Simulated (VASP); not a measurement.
# Ir (P2_1/m) in VASP: further runs

The runs below take Ir through single point, with PBEsol.

Everything below comes from runs of VASP 6.6.1. Logs are shortened: lines on timing, memory, paths and dates and some standing lists are left out, and cuts for length are marked.

## (1) The cell of the first run

The structure is monoclinic, space group P2_1/m (No. 11). The conventional cell has a = 2.728 Å, b = 4.462 Å, c = 2.752 Å, α = 90.00°, β = 119.14°, γ = 90.00°. Ir (site symmetry m) has 12 Ir at 2.73 to 2.78 Å within 3.6 Å.

## (2) Single point, PBEsol (strain -0.0200 x Voigt [0, 0, 0, 0, 0, 1])

INCAR reads:

```
SYSTEM = Ir
PREC = Accurate
ENCUT = 520
EDIFF = 1E-7
ISMEAR = 0
SIGMA = 0.15
LREAL = .False.
LASPH = .True.
NELM = 60
ALGO = Fast
ISIF = 2
LWAVE = .False.
LCHARG = .False.
GGA = PS
NBANDS = 16
```

KPOINTS reads:

```
regular mesh
0
Gamma
  18 18 12
  0 0 0
```

POSCAR reads:

```
Ir
1.0
    2.7513778946     -0.0275137789      0.0000000000
   -1.3995165788      2.3965200416      0.0000000000
    0.0000000000      0.0000000000      4.4622900000
Ir
2
Direct
    0.6666666667      0.3333333333      0.7500000000
    0.3333333333      0.6666666667      0.2500000000
```

Potentials or basis: VASP PAW PBE potentials, release 64 (Ir).

Launch:

```
> cat potpaw_PBE.64/Ir/POTCAR > POTCAR
> mpirun -np 1 vasp_std > vasp.out
```

OUTCAR:

```text
SYSTEM = Ir
   PREC = Accurate
   ENCUT = 520
   EDIFF = 1E-7
   ISMEAR = 0
   LREAL = .False.
   LASPH = .True.
   NELM = 60
   ISIF = 2
   GGA = PS

 ion  position               nearest neighbor table
   1  0.667  0.333  0.750-   2 2.73   2 2.73   2 2.74   2 2.74   2 2.75   2 2.75
   2  0.333  0.667  0.250-   1 2.73   1 2.73   1 2.74   1 2.74   1 2.75   1 2.75

  LATTYP: Found a simple monoclinic cell.
 ALAT       =     2.7275849556
 B/A-ratio  =     1.6359857063
 C/A-ratio  =     1.0087735139
 COS(beta)  =    -0.4869160342

  Lattice vectors:

 A1 = (   1.3518613158,   2.3690062627,   0.0000000000)
 A2 = (   0.0000000000,   0.0000000000,  -4.4622900000)
 A3 = (  -2.7513778946,   0.0275137789,   0.0000000000)

Analysis of symmetry for initial positions (statically):
=====================================================================
 Subroutine PRICEL returns:
 Original cell was already a primitive cell.

 Routine SETGRP: Setting up the symmetry group for a
 simple monoclinic supercell.

 Subroutine GETGRP returns: Found  4 space group operations
 (whereof  2 operations were pure point group operations)
 out of a pool of  4 trial point group operations.

The static configuration has the point symmetry S_2 .
 The point group associated with its full space group is C_2h.

Analysis of symmetry for dynamics (positions and initial velocities):
=====================================================================
 Subroutine PRICEL returns:
 Original cell was already a primitive cell.

 Routine SETGRP: Setting up the symmetry group for a
 simple monoclinic supercell.

 Subroutine GETGRP returns: Found  4 space group operations
 (whereof  2 operations were pure point group operations)
 out of a pool of  4 trial point group operations.

The dynamic configuration has the point symmetry S_2 .
 The point group associated with its full space group is C_2h.

 Subroutine INISYM returns: Found  4 space group operations
 (whereof  2 operations are pure point group operations),
 and found     1 'primitive' translations

----------------------------------------------------------------------------------------

                                     Primitive cell

  volume of cell :      29.2513

  direct lattice vectors                    reciprocal lattice vectors
     2.751377895 -0.027513779  0.000000000     0.365589217  0.213496304  0.000000000
    -1.399516579  2.396520042  0.000000000     0.004197228  0.419722795  0.000000000
     0.000000000  0.000000000  4.462290000     0.000000000  0.000000000  0.224100182

  length of vectors
     2.751515460  2.775239623  4.462290000     0.423362902  0.419743781  0.224100182

  position of ions in fractional coordinates (direct lattice)
     0.666666667  0.333333333  0.750000000
     0.333333333  0.666666667  0.250000000

  ion indices of the primitive-cell ions
   primitive index   ion index
                 1           1
                 2           2

----------------------------------------------------------------------------------------

 KPOINTS: regular mesh

Automatic generation of k-mesh.
 Grid dimensions read from file:
 generate k-points for:   18   18   12

 Generating k-lattice:

  Cartesian coordinates                     Fractional coordinates (reciprocal lattice)
     0.020310512  0.011860906  0.000000000     0.055555556 -0.000000000  0.000000000
     0.000233179  0.023317933  0.000000000     0.000000000  0.055555556  0.000000000
     0.000000000  0.000000000  0.018675015     0.000000000  0.000000000  0.083333333

  Length of vectors
     0.023520161  0.023319099  0.018675015

  Shift w.r.t. Gamma in fractional coordinates (k-lattice)
     0.000000000  0.000000000  0.000000000

 Subroutine IBZKPT returns following result:
 ===========================================

 Found   1148 irreducible k-points:

 Following reciprocal coordinates:
            Coordinates               Weight
  0.000000  0.000000  0.000000      1.000000
  0.055556 -0.000000  0.000000      2.000000
  0.111111 -0.000000  0.000000      2.000000
  0.166667 -0.000000  0.000000      2.000000
  0.222222 -0.000000  0.000000      2.000000
  0.277778  0.000000  0.000000      2.000000
[... 16 lines left out ...]
 -0.333333  0.055556  0.000000      2.000000
 -0.277778  0.055556  0.000000      2.000000
 [... further k-points ...]
   k-points           NKPTS =   1148   k-points in BZ     NKDIM =   1148   number of bands    NBANDS=     16
   number of dos      NEDOS =    301   number of ions     NIONS =      2
   total plane-waves  NPLWV =  17280
   dimension x,y,z NGX =    20 NGY =   24 NGZ =   36
   dimension x,y,z NGXF=    40 NGYF=   48 NGZF=   72
   ions per type =               2
   NGX,Y,Z   is equivalent  to a cutoff of  12.08, 14.38, 13.41 a.u.
   NGXF,Y,Z  is equivalent  to a cutoff of  24.17, 28.75, 26.82 a.u.
 SYSTEM =  Ir
   PREC   = accura    normal or accurate (medium, high low for compatibility)
   ISTART =      0    job   : 0-new  1-cont  2-samecut
   ICHARG =      2    charge: 1-file 2-atom 10-const
   ISPIN  =      1    spin polarized calculation?
   LNONCOLLINEAR =      F non collinear calculations
   LSORBIT =      F    spin-orbit coupling
   LASPH  =      T    aspherical Exc in radial PAW
   ENCUT  =  520.0 eV  38.22 Ry    6.18 a.u.   5.12  5.16  8.30*2*pi/ulx,y,z
   NELM   =     60;   NELMIN=  2; NELMDL= -5     # of ELM steps
   EDIFF  = 0.1E-06   stopping-criterion for ELM
   LREAL  =      F    real-space projection
   EDIFFG = 0.1E-05   stopping-criterion for IOM
   NSW    =      0    number of steps for IOM
   IBRION =     -1    ionic relax: 0-MD 1-quasi-New 2-CG
   NFREE  =      0    steps in history (QN), initial steepest desc. (CG)
   ISIF   =      2    stress and relaxation
   ISYM   =      2    0-nonsym 1-usesym 2-fastsym
   POTIM  = 0.5000    time-step for ionic-motion
   TEBEG  =    0.0;   TEEND  =   0.0 temperature during run
   PSTRESS=    0.0 pullay stress
   NELECT =      18.0000    total number of electrons
   NUPDOWN=      -1.0000    fix difference up-down
   EMIN   =  10.00;   EMAX   =-10.00  energy-range for DOS
   EFERMI =   0.00;   METHOD = LEGACY
   ISMEAR =     0;   SIGMA  =   0.15  broadening in eV -4-tet -1-fermi 0-gaus
   EFERMI_NEDOS =   21; number of points for ismear=-14 and -15
   IALGO  =     68    algorithm
   IMIX   =      4    mixing-type and parameters
     AMIX     =   0.40;   BMIX     =  1.00
     AMIX_MAG =   1.60;   BMIX_MAG =  1.00
  volume/ion in A,a.u.               =      14.63        98.70
  Fermi-wavevector in a.u.,A,eV,Ry     =   1.392464  2.631375 26.381081  1.938955
  Thomas-Fermi vector in A             =   2.516204
   LORBIT       =      0    0 simple, 1 ext, 2 COOP (PROOUT), +10 PAW based schemes
   GGA     = PS    functional components
   LHFCALC =     F    Hartree Fock is set to
   AEXX    =    0.0000 exact exchange contribution
   IVDW    =     0    specifies the selected vdW correction
   LEPSILON=     F    determine dielectric tensor
   LRPA    =     F    only Hartree local field effects (RPA)
 non-spin polarized calculation
 RMM-DIIS sequential band-by-band and
 Gauss-broadening in eV      SIGMA  =   0.15
  energy-cutoff  :      520.00
  volume of cell :       29.25
 maximum number of plane-waves:       803
   NGX = 11   NGY = 11   NGZ = 17

 number of electron      18.0000000 magnetization

 Free energy of the ion-electron system (eV)
  ---------------------------------------------------
  ext. energy  EPLUGINS =         0.00000000
  ---------------------------------------------------
  free energy    TOTEN  =       -19.45635906 eV

  energy without entropy =      -19.43024586  energy(sigma->0) =      -19.44330246

 E-fermi :   9.7987     XC(G=0): -13.9061

 val. band max:        9.7983035655   @ k =   0.2778   0.1111   0.4167
 cond. band min:       9.7989196943   @ k =  -0.0556   0.3889   0.2500
 fundamental gap:      0.0006161287
 Fermi energy:         9.7986538064

 k-point     1 :       0.0000    0.0000    0.0000
  band No.  band energies     occupation
      1      -1.1568      2.00000
      2       1.9055      2.00000
      3       5.9244      2.00000
      4       6.0129      2.00000
      5       6.3183      2.00000
      6       6.5699      2.00000
[... 8 lines left out ...]
     15      26.2034      0.00000
     16      27.2061      0.00000

 k-point     2 :       0.0556   -0.0000    0.0000
  band No.  band energies     occupation
      1      -1.0370      2.00000
      2       2.0139      2.00000
      3       5.8486      2.00000
      4       6.0526      2.00000
      5       6.4258      2.00000
      6       6.6484      2.00000
[... 8 lines left out ...]
     15      26.3606      0.00000
     16      27.4026      0.00000

 k-point     3 :       0.1111   -0.0000    0.0000
  band No.  band energies     occupation
      1      -0.6866      2.00000
      2       2.3193      2.00000
      3       5.5649      2.00000
      4       6.3453      2.00000
      5       6.5775      2.00000
      6       6.7014      2.00000
[... 8 lines left out ...]
     15      26.7750      0.00000
     16      27.7754      0.00000

 k-point     4 :       0.1667   -0.0000    0.0000
  band No.  band energies     occupation
      1      -0.1351      2.00000
      2       2.7470      2.00000
      3       5.2492      2.00000
      4       6.0005      2.00000
      5       6.3362      2.00000
      6       6.8325      2.00000
[... 8 lines left out ...]
     15      27.0132      0.00000
     16      27.2875      0.00000
[... 324 lines left out ...]
 k-point    22 :      -0.3889    0.0556    0.0000
  band No.  band energies     occupation
      1       2.2541      2.00000
      2       2.9797      2.00000
      3       3.6859      2.00000
      4       5.5431      2.00000
      5       5.9075      2.00000
      6       6.5708      2.00000
[... 8 lines left out ...]
     15      21.9521      0.00000
     16      24.1970      0.00000

 k-point    23 :      -0.3333    0.0556    0.0000
  band No.  band energies     occupation
      1       1.7163      2.00000
      2       3.1953      2.00000
      3       4.1673      2.00000
      4       5.1942      2.00000
      5       6.0925      2.00000
      6       6.2033      2.00000
[... 8 lines left out ...]
     15      23.2645      0.00000
     16      24.8829      0.00000

 k-point    24 :      -0.2778    0.0556    0.0000
  band No.  band energies     occupation
      1       1.0029      2.00000
      2       3.2733      2.00000
      3       4.7903      2.00000
      4       4.9654      2.00000
      5       6.0669      2.00000
      6       6.3288      2.00000
[... 8 lines left out ...]
     15      24.6171      0.00000
     16      25.7614      0.00000

 [... further k-points ...]

------------------------ aborting loop because EDIFF is reached ----------------------------------------

  FORCE on cell =-STRESS in cart. coord.  units (eV):
  Direction    XX          YY          ZZ          XY          YZ          ZX
  --------------------------------------------------------------------------------------
  -------------------------------------------------------------------------------------
  Total       -2.1171285     -2.0729666     -2.1765926      0.7104007      0.0000000      0.0000000
  in kB     -115.9611015   -113.5422290   -119.2181144     38.9106497      0.0000000      0.0000000
  external PRESSURE =    -116.2404816 kB  Pullay stress =       0.0000000 kB

 VOLUME and BASIS-vectors are now :
 -----------------------------------------------------------------------------
  energy-cutoff  :      520.00
  volume of cell :       29.25
      direct lattice vectors                 reciprocal lattice vectors
     2.751377895 -0.027513779  0.000000000     0.365589217  0.213496304  0.000000000
    -1.399516579  2.396520042  0.000000000     0.004197228  0.419722795  0.000000000
     0.000000000  0.000000000  4.462290000     0.000000000  0.000000000  0.224100182

 POSITION                                       TOTAL-FORCE (eV/Angst)
 -----------------------------------------------------------------------------------
      1.36775      0.78050      3.34672        -0.024544      0.000987      0.000000
     -0.01589      1.58851      1.11557         0.024544     -0.000987      0.000000
 -----------------------------------------------------------------------------------
    total drift:                                0.000000      0.000000     -0.000000

  FREE ENERGIE OF THE ION-ELECTRON SYSTEM (eV)
  ---------------------------------------------------
  free  energy   TOTEN  =       -19.4563590585 eV

  energy  without entropy=      -19.4302458620  energy(sigma->0) =      -19.44330246
```

It took 14 min on 1 thread of Intel Xeon 8259CL, shared host; peak memory 0.54 GiB.

What came out:

```
Free energy            : -19.4564 eV
Pressure               : -11.6 GPa
Largest force          : 0.025 eV/Å
Band gap on the k mesh : zero (bands 9 and 10 overlap by 3.33 eV)
```

Forces in eV/Å, atoms in the order of the input:
```
Ir  -0.025  0.001  0.000
Ir   0.025 -0.001  0.000
```

Caveat: the cell differs from its parent crystal (strain -0.0200 x Voigt [0, 0, 0, 0, 0, 1]); the cell stands under tension; the PAW data sets were made with another functional, which shifts forces and pressure a little; spin-orbit coupling is left out, which moves the levels of the heavy elements.

[end of part 1 of 2]
